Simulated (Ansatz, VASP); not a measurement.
# AlFe: VASP beside Ansatz

File INCAR:

```
SYSTEM = AlFe
PREC     = Accurate       ! precision mode
ENCUT    = 520            ! plane-wave cutoff, eV
EDIFF    = 1E-6           ! SCF threshold, eV
ISMEAR   = 1              ! smearing method
SIGMA    = 0.1            ! smearing width, eV
LREAL    = .False.        ! projectors in reciprocal space
LASPH    = .True.         ! aspherical terms in the spheres
NELM     = 150            ! most SCF steps
ALGO     = Normal         ! electronic algorithm
ISIF     = 2              ! what is computed and relaxed
LWAVE    = .False.        ! write WAVECAR
LCHARG   = .False.        ! write CHGCAR
ISPIN    = 2              ! spin polarisation
MAGMOM   = 0 0 3.5 3.5    ! initial moments
LORBIT   = 11             ! projections on sites
LMAXMIX  = 4              ! l up to which the mixer works
GGA      = PE             ! functional
IVDW     = 13             ! dispersion correction
NBANDS   = 23             ! bands
```

The input KPOINTS:

```
regular mesh
0
Gamma
  10 5 10
  0 0 0
```

The input POSCAR:

```
AlFe
1.0
    2.9100000000      0.0000000000      0.0000000000
    0.0000000000      5.8200000000      0.0000000000
    0.0000000000      0.0000000000      2.9100000000
Al Fe
2 2
Direct
    0.0000000000      0.0000000000      0.0000000000
    0.0000000000      0.5000000000      0.0000000000
    0.5000000000      0.2500000000      0.5000000000
    0.5000000000      0.7500000000      0.5000000000
```

Input for Ansatz:

```yaml
crystal:
  lattice:
    - [2.91, 0.0, 0.0]
    - [0.0, 5.82, 0.0]
    - [0.0, 0.0, 2.91]
  atoms:
    - { symbol: Al, position: [0.0, 0.0, 0.0] }
    - { symbol: Fe, position: [0.5, 0.25, 0.5], spin: 3.5 }
    - { symbol: Al, position: [0.0, 0.5, 0.0] }
    - { symbol: Fe, position: [0.5, 0.75, 0.5], spin: 3.5 }
basis:
  ecutwfc: 420.0
kpoints:
  mp_grid:
    grid: [10, 5, 10]
    shift: [0.0, 0.0, 0.0]
hamiltonian:
  xc: pbe
  dispersion: d4
  pseudopotentials:
    kind: paw
magnetization:
  spin_polarized: true
scf:
  convergence:
    dr2_threshold: 1.0e-08
  occupations:
    method: methfessel_paxton
output:
  eigenvalues: true
```

Alike in both runs: task single point; functional PBE; dispersion D4; k mesh 10 × 5 × 10; collinear spin.

|  | VASP | Ansatz |
| --- | --- | --- |
| version | VASP 6.6.1 | Ansatz 0.2.0 |
| potentials or method | VASP PAW PBE potentials, release 64 (Al, Fe), cutoff 520 eV | plane waves, PAW |
| occupations | methfessel-paxton of order 1, width 0.1 eV | methfessel-paxton of order 1 |
| valence electrons in the cell | 22 | 38 |

Ansatz gave:

```
gap on the k mesh at the Fermi level (eV)                     : none
net moment per atom (μB)                                      : 0.39
size of the moment on the site where the two differ most (μB) : 0.03
```

Q: What did VASP give for the same quantities?

A: gap on the k mesh at the Fermi level (eV): none; net moment per atom (μB): 0.38; size of the moment on the site where the two differ most (μB): 0.03.

Site moments also hang on the region over which each program counts them. A gap of «none» marks a metal or a gap that the smearing closes. VASP's potentials hold 22 valence electrons a cell and Ansatz's 38, so a difference there can come from the potentials and not from the codes. Ansatz's warnings: stability check not made.
